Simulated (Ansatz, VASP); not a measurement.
## In in VASP and in Ansatz

```
In
1.0
     5.26053    0.00000    0.00000
    -2.63026    4.55575    0.00000
     0.00000    0.00000    3.24690
In
3
Direct
  0.00000 0.00000 0.00000
  0.33333 0.66667 0.50000
  0.66667 0.33333 0.50000
```

Alike in both runs: functional PBEsol; k mesh 7 × 7 × 10; occupations fermi-dirac, width 0.1 eV; no spin polarisation.

Ansatz relaxed the structure, and its values are those at the end. VASP's run is a single point on that final structure, the one shown.

|  | VASP | Ansatz |
| --- | --- | --- |
| version | VASP 6.6.1 | Ansatz 0.2.0 |
| potentials or method | VASP PAW PBE potentials, release 64 (In_d), cutoff 520 eV | plane waves (420 eV) with PAW, scalar-relativistic |
| valence electrons in the cell | 39 | 39 |

```tsv
	VASP	Ansatz	Ansatz less VASP
pressure (GPa)	0.0	0.0	+0.03
```

VASP's potentials were made for PBE, not for PBEsol, and Ansatz warns of the same on its side. With one functional, cell and mesh, what is left measures potentials, basis and numerics.
